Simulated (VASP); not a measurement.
# Al3BN2 (P6/mmm) in VASP: further runs, part 2 of 2

VASP 6.6.1.

### 3 Single point, PBE

This run uses another cell than the first one, of 27.20 Å³/atom.

File INCAR:

```
  PREC = Accurate
  ENCUT = 600
  EDIFF = 1E-6
  ISMEAR = 0
  SIGMA = 0.1
  LREAL = F
  LASPH = T
  NELM = 120
  ALGO = Normal
  ISIF = 2
  LWAVE = F
  LCHARG = T
  GGA = PE
  LELF = T
  LVHAR = T
  NBANDS = 20
  GGA_COMPAT = F
```

File KPOINTS:

```
regular mesh
0
Gamma
  6 6 4
```

File POSCAR:

```
Al3BN2
1.0
    5.6527816800      0.0000000000      0.0000000000
   -2.8263908400      4.8954525400      0.0000000000
    0.0000000000      0.0000000000      5.8982427100
Al B N
3 1 2
Direct
    0.5000000000      0.0000000000      0.5000000000
    0.0000000000      0.5000000000      0.5000000000
    0.5000000000      0.5000000000      0.5000000000
    0.0000000000      0.0000000000      0.5000000000
    0.3333333300      0.6666666700      0.0000000000
    0.6666666700      0.3333333300      0.0000000000
```

Potentials or basis: VASP PAW PBE potentials, release 64 (Al, B, N).

Run with:

```bash
> cat potpaw_PBE.64/Al/POTCAR potpaw_PBE.64/B/POTCAR potpaw_PBE.64/N/POTCAR > POTCAR
> mpirun -np 1 vasp_std > vasp.out
```

OUTCAR:

```text
PREC = Accurate
   ENCUT = 600
   EDIFF = 1E-6
   ISMEAR = 0
   LREAL = F
   LASPH = T
   NELM = 120
   ISIF = 2
   GGA = PE

 ion  position               nearest neighbor table
   1  0.500  0.000  0.500-   2 2.83   3 2.83   3 2.83   2 2.83
   2  0.000  0.500  0.500-   3 2.83   3 2.83   1 2.83   1 2.83
   3  0.500  0.500  0.500-   2 2.83   2 2.83   1 2.83   1 2.83
   4  0.000  0.000  0.500-
   5  0.333  0.667  0.000-
   6  0.667  0.333  0.000-

  LATTYP: Found a hexagonal cell.
[... 683 lines left out ...]
  -------------------------------------------------------------------------------------
  Total      -11.5217841    -11.5217841    -14.6179758      0.0000000     -0.0000000     -0.0000000
  in kB     -113.0973990   -113.0973991   -143.4895005      0.0000000     -0.0000000     -0.0000000
  external PRESSURE =    -123.2280995 kB  Pullay stress =       0.0000000 kB

 VOLUME and BASIS-vectors are now :
 -----------------------------------------------------------------------------
  energy-cutoff  :      600.00
  volume of cell :      163.22
      direct lattice vectors                 reciprocal lattice vectors
     5.652781680  0.000000000  0.000000000     0.176904055  0.102135604  0.000000000
    -2.826390840  4.895452540  0.000000000     0.000000000  0.204271207  0.000000000
     0.000000000  0.000000000  5.898242710     0.000000000  0.000000000  0.169542023

 POSITION                                       TOTAL-FORCE (eV/Angst)
 -----------------------------------------------------------------------------------
      2.82639      0.00000      2.94912         0.000000      0.000000      0.000000
     -1.41320      2.44773      2.94912         0.000000      0.000000      0.000000
      1.41320      2.44773      2.94912         0.000000      0.000000      0.000000
      0.00000      0.00000      2.94912         0.000000      0.000000      0.000000
     -0.00000      3.26364      0.00000        -0.000000      0.000000      0.000000
      2.82639      1.63182      0.00000         0.000000     -0.000000      0.000000
 -----------------------------------------------------------------------------------
    total drift:                               -0.000000      0.000000     -0.000000

  FREE ENERGIE OF THE ION-ELECTRON SYSTEM (eV)
  ---------------------------------------------------
  free  energy   TOTEN  =       -17.9547477313 eV

  energy  without entropy=      -17.9015580514  energy(sigma->0) =      -17.92815289
```

OSZICAR:

```text
N       E                     dE             d eps       ncg     rms          rms(c)
DAV:   1     0.696834502558E+02    0.69683E+02   -0.86832E+03   840   0.963E+02
DAV:   2    -0.901904900795E+01   -0.78702E+02   -0.75064E+02  1140   0.145E+02
DAV:   3    -0.197125556441E+02   -0.10694E+02   -0.10104E+02  1084   0.480E+01
DAV:   4    -0.200644694097E+02   -0.35191E+00   -0.34759E+00  1016   0.964E+00
DAV:   5    -0.200747559896E+02   -0.10287E-01   -0.10278E-01  1076   0.171E+00    0.928E+00
DAV:   6    -0.266714388147E+02   -0.65967E+01   -0.10904E+02  1140   0.218E+01    0.210E+01
DAV:   7    -0.179608119003E+02    0.87106E+01   -0.44875E+01  1020   0.123E+01    0.268E+00
DAV:   8    -0.179985111764E+02   -0.37699E-01   -0.13324E+00   904   0.549E+00    0.152E+00
DAV:   9    -0.179685994222E+02    0.29912E-01   -0.30298E-01  1120   0.162E+00    0.125E+00
DAV:  10    -0.179687858269E+02   -0.18640E-03   -0.34078E-01  1156   0.144E+00    0.111E+00
DAV:  11    -0.179631937923E+02    0.55920E-02   -0.28134E-01   972   0.967E-01    0.897E-01
DAV:  12    -0.179548612596E+02    0.83325E-02   -0.40824E-02  1056   0.397E-01    0.194E-01
DAV:  13    -0.179547891156E+02    0.72144E-04   -0.55521E-03  1084   0.229E-01    0.102E-01
DAV:  14    -0.179547400656E+02    0.49050E-04   -0.83818E-04  1112   0.829E-02    0.111E-02
DAV:  15    -0.179547490699E+02   -0.90044E-05   -0.29729E-05   964   0.253E-02    0.167E-02
DAV:  16    -0.179547476399E+02    0.14300E-05   -0.10510E-05   960   0.908E-03    0.511E-03
DAV:  17    -0.179547477313E+02   -0.91425E-07   -0.31215E-06   844   0.687E-03
   1 F= -.17954748E+02 E0= -.17928153E+02  d E =-.531897E-01
```

stdout:

```text
POSCAR found type information on POSCAR AlB N
 POSCAR found :  3 types and       6 ions
 scaLAPACK will be used
 LDA part: xc-table for (Slater+PW92), standard interpolation
 POSCAR, INCAR and KPOINTS ok, starting setup
 FFT: planning ... GRIDC
 FFT: planning ... GRID_SOFT
 FFT: planning ... GRID
 WAVECAR not read
 entering main loop
```

It took 4.1 min on 1 thread of Oxide Virtual Turin-like, shared host; peak memory 0.32 GiB.

Results:

| Property | Result |
| --- | --- |
| Free energy | -17.9547 eV |
| Pressure | -12.3 GPa |
| Band gap on the k mesh | zero (bands 11 and 12 overlap by 0.71 eV) |

Stress tensor (GPa, compression positive):
```
-11.31   0.00   0.00
  0.00 -11.31   0.00
  0.00   0.00 -14.35
```

Caveat: the cell stands under tension; semilocal functionals underestimate gaps, and a narrow one can read as zero.

### 4 Single point, PBE

This run uses another cell than the first one: it holds 12 atoms, not 6.

File INCAR:

```
SYSTEM = Al3BN2
  PREC = Accurate
  ENCUT = 600
  EDIFF = 1E-6
  ISMEAR = 0
  SIGMA = 0.2
  LREAL = .FALSE.
  LASPH = .TRUE.
  NELM = 120
  ALGO = Normal
  ISIF = 2
  LWAVE = .FALSE.
  LCHARG = .TRUE.
  GGA = PE
  LELF = .TRUE.
  LVHAR = .TRUE.
  NBANDS = 34
  GGA_COMPAT = .FALSE.
```

File KPOINTS:

```
regular mesh
0
G
  6 6 4
  0 0 0
```

File POSCAR:

```
Al3BN2
1.0
    5.1360416328      0.0000000000      0.0000000000
   -2.5680208164      4.4479425289      0.0000000000
    0.0000000000      0.0000000000      5.4225129960
Al B N
6 2 4
Direct
    0.5000000000      0.0000000000      0.2500000000
    0.5000000000      0.0000000000      0.7500000000
    1.0000000000      0.5000000000      0.2500000000
    1.0000000000      0.5000000000      0.7500000000
    0.5000000000      0.5000000000      0.2500000000
    0.5000000000      0.5000000000      0.7500000000
    1.0000000000      0.0000000000      0.2500000000
    1.0000000000      0.0000000000      0.7500000000
    0.3333333333      0.6666666667      0.0000000000
    0.3333333333      0.6666666667      0.5000000000
    0.6666666667      0.3333333333      0.5000000000
    0.6666666667      0.3333333333      0.0000000000
```

Run with:

```bash
> cat potpaw_PBE.64/Al/POTCAR potpaw_PBE.64/B/POTCAR potpaw_PBE.64/N/POTCAR > POTCAR
> mpirun -np 1 vasp_std > vasp.out
```

Run time: 4.4 min. Hardware: 1 thread of Oxide Virtual Turin-like, shared host; peak memory 0.28 GiB.

Results (log left out):

| Quantity | Value |
| --- | --- |
| Free energy | -71.0360 eV |
| Pressure | -0.2 GPa |
| Band gap on the k mesh | zero (bands 22 and 23 overlap by 0.61 eV) |

Stress tensor (GPa, compression positive):
```
-0.42  0.00  0.00
 0.00 -0.42  0.00
 0.00  0.00  0.27
```

Levels at points of the mesh, in eV from the Fermi level:
| k point | band 18 | band 19 | band 20 | band 21 | band 22 | band 23 | band 24 | band 25 | band 26 | band 27 |
| --- | --- | --- | --- | --- | --- | --- | --- | --- | --- | --- |
| (0.00, 0.00, 0.00) | -2.46 | -1.02 | -0.97 | -0.97 | 0.03 | 0.03 | 1.56 | 1.56 | 3.48 | 6.29 |
| (0.50, 0.00, 0.00) | -2.58 | -1.78 | -1.25 | -0.66 | -0.29 | 0.27 | 2.83 | 4.62 | 4.72 | 5.57 |
| (0.00, 0.00, 0.50) | -4.86 | -0.03 | -0.03 | -0.03 | -0.03 | 2.81 | 2.81 | 4.25 | 4.25 | 4.25 |
| (0.50, 0.00, 0.50) | -3.47 | -0.64 | -0.64 | -0.24 | -0.24 | 2.14 | 2.14 | 4.31 | 4.31 | 5.44 |

Caveat: semilocal functionals underestimate gaps, and a narrow one can read as zero.

### 5 Overview

| task | cell | k mesh | smearing | gap on the mesh (eV) | pressure (GPa) |
| --- | --- | --- | --- | --- | --- |
| relaxation of cell and atoms | relaxed from a = 5.131, b = 5.131, c = 2.714 Å, angles 90.0, 90.0, 120.0°, 6 atoms, atomic positions A | 12 × 12 × 14 | gaussian 0.1 eV | none | 0.1 |
| single point | a = 5.653, b = 5.653, c = 5.898 Å, angles 90.0, 90.0, 120.0°, 6 atoms, atomic positions A | 6 × 6 × 4 | gaussian 0.1 eV | none | -12.3 |
| single point | a = 5.136, b = 5.136, c = 5.423 Å, angles 90.0, 90.0, 120.0°, 12 atoms, atomic positions B | 6 × 6 × 4 | gaussian 0.2 eV | none | -0.2 |

Alike in all rows: level PBE; potentials or basis VASP PAW PBE potentials, release 64 (Al, B, N); no spin polarisation; cutoff (eV) 600.

Caveats: semilocal functionals underestimate gaps, and a narrow one can read as zero (at least some runs); the cell stands under tension (at least some runs).

Absolute energies hang on the potentials; compare differences alone.
